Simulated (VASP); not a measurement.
# Al12H in VASP: further runs

The runs below take Al12H through single point, relaxation of the atoms, with PBE.

All numbers are computed with VASP 6.6.1; they aren't measurements. Logs are shortened: lines on timing, memory, paths and dates and some standing lists are left out, and cuts for length are marked.

## Step 1: The cell of the first run

The cell holds a slab with vacuum, 13 atoms: a = 5.714 Å, b = 5.714 Å, c = 20.101 Å, α = 90.00°, β = 90.00°, γ = 120.00°.

## Step 2: Single point, PBE

Contents of INCAR:

```
PREC = Accurate
ENCUT = 520
EDIFF = 1E-7
ISMEAR = 0
SIGMA = 0.1
LREAL = False
LASPH = True
NELM = 60
ALGO = Normal
ISIF = 2
LWAVE = False
LCHARG = False
LDIPOL = True
IDIPOL = 3
DIPOL = 0.5 0.5 0.328
GGA = PE
NBANDS = 30
```

Contents of KPOINTS:

```
regular mesh
0
Gamma
  6 6 1
```

Contents of POSCAR:

```
Al12H
1.0
    5.7135165838      0.0000000000      0.0000000000
   -2.8567582919      4.9480505065      0.0000000000
    0.0000000000      0.0000000000     20.1013781936
Al H
12 1
Direct
    0.3333333333      0.1666666667      0.1989913309
    0.3333333333      0.6666666667      0.1989913309
    0.8333333333      0.1666666667      0.1989913309
    0.8333333333      0.6666666667      0.1989913309
    0.1666666667      0.3333333333      0.3134471578
    0.1666666667      0.8333333333      0.3134471578
    0.6666666667      0.3333333333      0.3134471578
    0.6666666667      0.8333333333      0.3134471578
    0.0000000000      0.0000000000      0.4278999236
    0.0000000000      0.5000000000      0.4278999236
    0.5000000000      0.0000000000      0.4278999236
    0.5000000000      0.5000000000      0.4278999236
    0.0000000000      0.0000000000      0.5088293470
```

Potentials or basis: VASP PAW PBE potentials, release 64 (Al, H).

Command:

```
cat potpaw_PBE.64/Al/POTCAR potpaw_PBE.64/H/POTCAR > POTCAR
mpirun -np 1 vasp_std > vasp.out
```

OUTCAR:

```text
PREC = Accurate
   ENCUT = 520
   EDIFF = 1E-7
   ISMEAR = 0
   LREAL = False
   LASPH = True
   NELM = 60
   ISIF = 2
   GGA = PE

 ion  position               nearest neighbor table
   1  0.333  0.167  0.199-   5 2.83   6 2.83   7 2.83   4 2.86   2 2.86   2 2.86   4 2.86   3 2.86
                             3 2.86
   2  0.333  0.667  0.199-   6 2.83   5 2.83   8 2.83   3 2.86   1 2.86   1 2.86   3 2.86   4 2.86
                             4 2.86
   3  0.833  0.167  0.199-   7 2.83   8 2.83   5 2.83   4 2.86   2 2.86   4 2.86   2 2.86   1 2.86
                             1 2.86
   4  0.833  0.667  0.199-   8 2.83   7 2.83   6 2.83   3 2.86   1 2.86   3 2.86   1 2.86   2 2.86
                             2 2.86
   5  0.167  0.333  0.313-   9 2.83  12 2.83  10 2.83   1 2.83   2 2.83   3 2.83   8 2.86   6 2.86
                             6 2.86   8 2.86   7 2.86   7 2.86
   6  0.167  0.833  0.313-  10 2.83  11 2.83   9 2.83   2 2.83   1 2.83   4 2.83   7 2.86   5 2.86
                             5 2.86   7 2.86   8 2.86   8 2.86
   7  0.667  0.333  0.313-  11 2.83  10 2.83  12 2.83   3 2.83   4 2.83   1 2.83   8 2.86   6 2.86
                             8 2.86   6 2.86   5 2.86   5 2.86
   8  0.667  0.833  0.313-  12 2.83   9 2.83  11 2.83   4 2.83   3 2.83   2 2.83   7 2.86   5 2.86
                             7 2.86   5 2.86   6 2.86   6 2.86
   9  0.000  0.000  0.428-  13 1.63   5 2.83   8 2.83   6 2.83  12 2.86  10 2.86  10 2.86  12 2.86
                            11 2.86  11 2.86
  10  0.000  0.500  0.428-   6 2.83   7 2.83   5 2.83   9 2.86  11 2.86   9 2.86  11 2.86  12 2.86
                            12 2.86
  11  0.500  0.000  0.428-   7 2.83   6 2.83   8 2.83  10 2.86  12 2.86  12 2.86  10 2.86   9 2.86
                             9 2.86
  12  0.500  0.500  0.428-   8 2.83   5 2.83   7 2.83   9 2.86  11 2.86  11 2.86   9 2.86  10 2.86
                            10 2.86
  13  0.000  0.000  0.509-   9 1.63

  LATTYP: Found a hexagonal cell.
 ALAT       =     5.7135165838
 C/A-ratio  =     3.5182147280

  Lattice vectors:

 A1 = (   5.7135165838,   0.0000000000,   0.0000000000)
 A2 = (  -2.8567582919,   4.9480505065,   0.0000000000)
 A3 = (   0.0000000000,   0.0000000000,  20.1013781936)

Analysis of symmetry for initial positions (statically):
=====================================================================
 Subroutine PRICEL returns:
 Original cell was already a primitive cell.

 Routine SETGRP: Setting up the symmetry group for a
 hexagonal supercell.

 Subroutine GETGRP returns: Found  6 space group operations
 (whereof  6 operations were pure point group operations)
 out of a pool of 24 trial point group operations.

The static configuration has the point symmetry C_3v.

Analysis of symmetry for dynamics (positions and initial velocities):
=====================================================================
 Subroutine PRICEL returns:
 Original cell was already a primitive cell.

 Routine SETGRP: Setting up the symmetry group for a
 hexagonal supercell.

 Subroutine GETGRP returns: Found  6 space group operations
 (whereof  6 operations were pure point group operations)
 out of a pool of 24 trial point group operations.

The dynamic configuration has the point symmetry C_3v.

 Subroutine INISYM returns: Found  6 space group operations
 (whereof  6 operations are pure point group operations),
 and found     1 'primitive' translations

----------------------------------------------------------------------------------------

                                     Primitive cell

  volume of cell :     568.2814

  direct lattice vectors                    reciprocal lattice vectors
     5.713516584  0.000000000  0.000000000     0.175023558  0.101049898  0.000000000
    -2.856758292  4.948050506  0.000000000     0.000000000  0.202099796  0.000000000
     0.000000000  0.000000000 20.101378194     0.000000000  0.000000000  0.049747833

  length of vectors
     5.713516584  5.713516584 20.101378194     0.202099796  0.202099796  0.049747833

  position of ions in fractional coordinates (direct lattice)
     0.333333333  0.166666667  0.198991331
     0.333333333  0.666666667  0.198991331
     0.833333333  0.166666667  0.198991331
     0.833333333  0.666666667  0.198991331
     0.166666667  0.333333333  0.313447158
     0.166666667  0.833333333  0.313447158
[... 42 lines left out ...]
  Shift w.r.t. Gamma in fractional coordinates (k-lattice)
     0.000000000  0.000000000  0.000000000

 Subroutine IBZKPT returns following result:
 ===========================================

 Found      7 irreducible k-points:

 Following reciprocal coordinates:
            Coordinates               Weight
  0.000000  0.000000  0.000000      1.000000
  0.166667  0.000000  0.000000      6.000000
  0.333333 -0.000000  0.000000      6.000000
  0.500000 -0.000000  0.000000      3.000000
  0.166667  0.166667  0.000000      6.000000
  0.333333  0.166667  0.000000     12.000000
  0.333333  0.333333  0.000000      2.000000
   k-points           NKPTS =      7   k-points in BZ     NKDIM =      7   number of bands    NBANDS=     30
   number of dos      NEDOS =    301   number of ions     NIONS =     13
   total plane-waves  NPLWV = 264600
   dimension x,y,z NGX =    42 NGY =   42 NGZ =  150
   dimension x,y,z NGXF=    84 NGYF=   84 NGZF=  300
   ions per type =              12   1
   NGX,Y,Z   is equivalent  to a cutoff of  12.22, 12.22, 12.41 a.u.
   NGXF,Y,Z  is equivalent  to a cutoff of  24.44, 24.44, 24.81 a.u.
 SYSTEM =  unknown system
   PREC   = accura    normal or accurate (medium, high low for compatibility)
   ISTART =      0    job   : 0-new  1-cont  2-samecut
   ICHARG =      2    charge: 1-file 2-atom 10-const
   ISPIN  =      1    spin polarized calculation?
   LNONCOLLINEAR =      F non collinear calculations
   LSORBIT =      F    spin-orbit coupling
   LASPH  =      T    aspherical Exc in radial PAW
   ENCUT  =  520.0 eV  38.22 Ry    6.18 a.u.  10.62 10.62 37.38*2*pi/ulx,y,z
   NELM   =     60;   NELMIN=  2; NELMDL= -5     # of ELM steps
   EDIFF  = 0.1E-06   stopping-criterion for ELM
   LREAL  =      F    real-space projection
   EDIFFG = 0.1E-05   stopping-criterion for IOM
   NSW    =      0    number of steps for IOM
   IBRION =     -1    ionic relax: 0-MD 1-quasi-New 2-CG
   NFREE  =      0    steps in history (QN), initial steepest desc. (CG)
   ISIF   =      2    stress and relaxation
   ISYM   =      2    0-nonsym 1-usesym 2-fastsym
   POTIM  = 0.5000    time-step for ionic-motion
   TEBEG  =    0.0;   TEEND  =   0.0 temperature during run
   PSTRESS=    0.0 pullay stress
   NELECT =      37.0000    total number of electrons
   NUPDOWN=      -1.0000    fix difference up-down
   EMIN   =  10.00;   EMAX   =-10.00  energy-range for DOS
   EFERMI =   0.00;   METHOD = LEGACY
   ISMEAR =     0;   SIGMA  =   0.10  broadening in eV -4-tet -1-fermi 0-gaus
   EFERMI_NEDOS =   21; number of points for ismear=-14 and -15
   IALGO  =     38    algorithm
   IMIX   =      4    mixing-type and parameters
     AMIX     =   0.40;   BMIX     =  1.00
     AMIX_MAG =   1.60;   BMIX_MAG =  1.00
  volume/ion in A,a.u.               =      43.71       295.00
  Fermi-wavevector in a.u.,A,eV,Ry     =   0.658599  1.244571  5.901559  0.433752
  Thomas-Fermi vector in A             =   1.730471
   LORBIT       =      0    0 simple, 1 ext, 2 COOP (PROOUT), +10 PAW based schemes
   GGA     = PE    functional components
   LHFCALC =     F    Hartree Fock is set to
   AEXX    =    0.0000 exact exchange contribution
   IVDW    =     0    specifies the selected vdW correction
   LEPSILON=     F    determine dielectric tensor
   LRPA    =     F    only Hartree local field effects (RPA)
 non-spin polarized calculation
 Gauss-broadening in eV      SIGMA  =   0.10
  energy-cutoff  :      520.00
  volume of cell :      568.28
 maximum number of plane-waves:     15351
   NGX = 21   NGY = 21   NGZ = 75

 dipolmoment           0.000000      0.000000     -0.165288 electrons x Angstroem

 number of electron      37.0000000 magnetization

 dipolmoment           0.000000      0.000000      0.081459 electrons x Angstroem

 Free energy of the ion-electron system (eV)
  ---------------------------------------------------
  ext. energy  EPLUGINS =         0.00000000
  ---------------------------------------------------
  free energy    TOTEN  =       -45.07777860 eV

  energy without entropy =      -45.05879713  energy(sigma->0) =      -45.06828787

 E-fermi :   0.1087     XC(G=0):  -4.4868

 val. band max:        0.0753089197   @ k =   0.5000  -0.0000   0.0000
 cond. band min:       0.1842794553   @ k =   0.1667   0.1667   0.0000
 fundamental gap:      0.1089705357
 Fermi energy:         0.1087422046

 k-point     1 :       0.0000    0.0000    0.0000
  band No.  band energies     occupation
      1     -10.5102      2.00000
      2      -8.8179      2.00000
      3      -6.2304      2.00000
      4      -4.7278      2.00000
      5      -4.6253      2.00000
      6      -4.6253      2.00000
[... 220 lines left out ...]
     29       3.4267      0.00000
     30       3.4459      0.00000

------------------------ aborting loop because EDIFF is reached ----------------------------------------

 vacuum level on the upper side and lower side of the slab       (xc-potential included)         0.218        -0.304

  FORCE on cell =-STRESS in cart. coord.  units (eV):
  Direction    XX          YY          ZZ          XY          YZ          ZX
  --------------------------------------------------------------------------------------
  -------------------------------------------------------------------------------------
  Total       -2.0945032     -2.0945032      0.9018963     -0.0000000      0.0000000      0.0000000
  in kB       -5.9051122     -5.9051122      2.5427503     -0.0000000      0.0000000      0.0000000
  external PRESSURE =      -3.0891580 kB  Pullay stress =       0.0000000 kB

 VOLUME and BASIS-vectors are now :
 -----------------------------------------------------------------------------
  energy-cutoff  :      520.00
  volume of cell :      568.28
      direct lattice vectors                 reciprocal lattice vectors
     5.713516584  0.000000000  0.000000000     0.175023558  0.101049898  0.000000000
    -2.856758292  4.948050506  0.000000000     0.000000000  0.202099796  0.000000000
     0.000000000  0.000000000 20.101378194     0.000000000  0.000000000  0.049747833

 POSITION                                       TOTAL-FORCE (eV/Angst)
 -----------------------------------------------------------------------------------
      1.42838      0.82468      4.00000         0.056814      0.032802     -0.084751
     -0.00000      3.29870      4.00000        -0.000000     -0.000000     -0.043276
      4.28514      0.82468      4.00000        -0.056814      0.032802     -0.084751
      2.85676      3.29870      4.00000         0.000000     -0.065604     -0.084751
      0.00000      1.64935      6.30072         0.000000      0.200728      0.096649
     -1.42838      4.12338      6.30072         0.173835     -0.100364      0.096649
      2.85676      1.64935      6.30072         0.000000     -0.000000     -0.086803
      1.42838      4.12338      6.30072        -0.173835     -0.100364      0.096649
      0.00000      0.00000      8.60138         0.000000     -0.000000      0.568325
     -1.42838      2.47403      8.60138        -0.067787     -0.039137     -0.162037
      2.85676      0.00000      8.60138         0.000000      0.078274     -0.162037
      1.42838      2.47403      8.60138         0.067787     -0.039137     -0.162037
      0.00000      0.00000     10.22817        -0.000000     -0.000000      0.012173
 -----------------------------------------------------------------------------------
    total drift:                               -0.000000     -0.000000     -0.000107

  FREE ENERGIE OF THE ION-ELECTRON SYSTEM (eV)
  ---------------------------------------------------
  free  energy   TOTEN  =       -45.0777786006 eV

  energy  without entropy=      -45.0587971297  energy(sigma->0) =      -45.06828787

 vacuum level on the upper side and lower side of the slab         4.546         4.006
```

Run time: 2.6 min. Hardware: 1 thread of AMD EPYC 9R45 (Zen 5), shared host; peak memory 0.57 GiB.

Results:

| Item | Value |
| --- | --- |
| Free energy | -45.0778 eV |
| Largest force | 0.568 eV/Å |
| Band gap on the k mesh | zero (an odd number of electrons rules out a gap without spin polarisation) |

Forces on the atoms (eV/Å):
```
Al   0.057  0.033 -0.085
Al   0.000  0.000 -0.043
Al  -0.057  0.033 -0.085
Al   0.000 -0.066 -0.085
Al   0.000  0.201  0.097
Al   0.174 -0.100  0.097
Al   0.000  0.000 -0.087
Al  -0.174 -0.100  0.097
Al   0.000  0.000  0.568
Al  -0.068 -0.039 -0.162
Al   0.000  0.078 -0.162
Al   0.068 -0.039 -0.162
H    0.000  0.000  0.012
```

Levels at points of the mesh, in eV from the Fermi level:
```
           k point  band 17  band 18  band 19  band 20  band 21  band 22
(0.00, 0.00, 0.00)    -1.73    -0.39    -0.39    -0.24    -0.16    -0.16
(0.50, 0.00, 0.00)    -0.51    -0.25    -0.03     0.92     0.99     1.32
```

## Step 3: Single point, PBE

Contents of INCAR:

```
SYSTEM = Al12H
ALGO     = Normal         ! electronic algorithm
DIPOL    = 0.5 0.5 0.320
EDIFF    = 1E-6           ! SCF threshold, eV
ENCUT    = 520            ! plane-wave cutoff, eV
GGA      = PE             ! functional
IDIPOL   = 3            
ISIF     = 2              ! what is computed and relaxed
ISMEAR   = 0              ! smearing method
LASPH    = .True.         ! aspherical terms in the spheres
LCHARG   = .False.        ! write CHGCAR
LDIPOL   = .True.       
LREAL    = .False.        ! projectors in reciprocal space
LWAVE    = .False.        ! write WAVECAR
NBANDS   = 30             ! bands
NELM     = 100            ! most SCF steps
PREC     = Accurate       ! precision mode
SIGMA    = 0.1            ! smearing width, eV
```

Contents of KPOINTS:

```
k-points
0
Gamma
  6 6 1
  0 0 0
```

POSCAR: that of step 2 with these lines changed.

```diff
@@ -20,2 +20,2 @@
     0.5000000000      0.5000000000      0.4278999236
-    0.0000000000      0.0000000000      0.5088293470
+    0.1666666667      0.3333333333      0.3979674009
```

Potentials or basis: VASP PAW PBE potentials, release 64 (Al, H).

Command:

```
cat potpaw_PBE.64/Al/POTCAR potpaw_PBE.64/H/POTCAR > POTCAR
mpirun -np 1 vasp_std > vasp.out
```

It took 2.3 min on 1 thread of AMD EPYC 9R45 (Zen 5), shared host; peak memory 0.56 GiB.

The run converged. Its results:

| Item | Value |
| --- | --- |
| Free energy | -44.3982 eV |
| Largest force | 1.297 eV/Å |
| Band gap on the k mesh | zero (an odd number of electrons rules out a gap without spin polarisation) |

Forces in eV/Å, atoms in the order of the input:
```
Al   0.004 -0.002 -0.062
Al   0.000  0.004 -0.062
Al  -0.004 -0.002 -0.062
Al   0.000  0.000 -0.066
Al   0.000  0.000 -1.297
Al  -0.014 -0.008  0.020
Al   0.000  0.016  0.020
Al   0.014 -0.008  0.020
Al   0.000 -0.940  0.482
Al  -0.814  0.470  0.482
Al   0.000  0.000  0.042
Al   0.814  0.470  0.482
H    0.000  0.000 -0.001
```

Levels at points of the mesh, in eV from the Fermi level:
```
           k point  band 14  band 15  band 16  band 17  band 18  band 19  band 20  band 21  band 22  band 23
(0.00, 0.00, 0.00)    -2.95    -2.95    -2.79    -0.57    -0.49    -0.49    -0.41    -0.19    -0.19     0.30
(0.50, 0.00, 0.00)    -1.70    -1.08    -0.68    -0.59    -0.40     0.31     0.78     1.17     1.22     1.40
```

## Step 4: Single point, PBE

Contents of INCAR:

```
PREC = Accurate
ENCUT = 520
EDIFF = 1E-7
ISMEAR = 0
SIGMA = 0.1
LREAL = False
LASPH = True
NELM = 80
ALGO = Normal
ISIF = 2
LWAVE = False
LCHARG = False
LDIPOL = True
IDIPOL = 3
DIPOL = 0.5 0.5 0.318
GGA = PE
NBANDS = 30
```

Contents of KPOINTS:

```
Automatic mesh
0
Gamma
  6 6 1
```

POSCAR: that of step 3 with these lines changed.

```diff
@@ -20,2 +20,2 @@
     0.5000000000      0.5000000000      0.4278999236
-    0.1666666667      0.3333333333      0.3979674009
+    0.3333333333      0.1666666667      0.3692811296
```

Command:

```
cat potpaw_PBE.64/Al/POTCAR potpaw_PBE.64/H/POTCAR > POTCAR
mpirun -np 1 vasp_std > vasp.out
```

Run time: 2.5 min. Hardware: 1 thread of AMD EPYC 9R45 (Zen 5), shared host; peak memory 0.56 GiB.

The run converged. Its results:

```yaml
Free_energy: -44.6321 eV
Largest_force: 0.334 eV/Å
Band_gap_on_the_k_mesh: zero (an odd number of electrons rules out a gap without spin polarisation)
```

Forces on the atoms (eV/Å):
```
Al   0.000  0.000  0.038
Al  -0.006 -0.004 -0.073
Al   0.000  0.007 -0.073
Al   0.006 -0.004 -0.073
Al  -0.255  0.147 -0.157
Al   0.000 -0.295 -0.157
Al   0.255  0.147 -0.157
Al   0.000  0.000  0.068
Al  -0.215 -0.124  0.221
Al   0.000  0.000 -0.071
Al   0.215 -0.124  0.221
Al   0.000  0.248  0.221
H    0.000  0.000 -0.008
```

Levels at points of the mesh, in eV from the Fermi level:
```tsv
k point	band 16	band 17	band 18	band 19	band 20	band 21	band 22	band 23
(0.00, 0.00, 0.00)	-2.75	-0.63	-0.38	-0.38	-0.23	-0.17	-0.17	0.45
(0.50, 0.00, 0.00)	-0.62	-0.44	-0.27	0.56	0.87	0.91	1.31	1.48
```

(Part 1 of 2 ends here.)
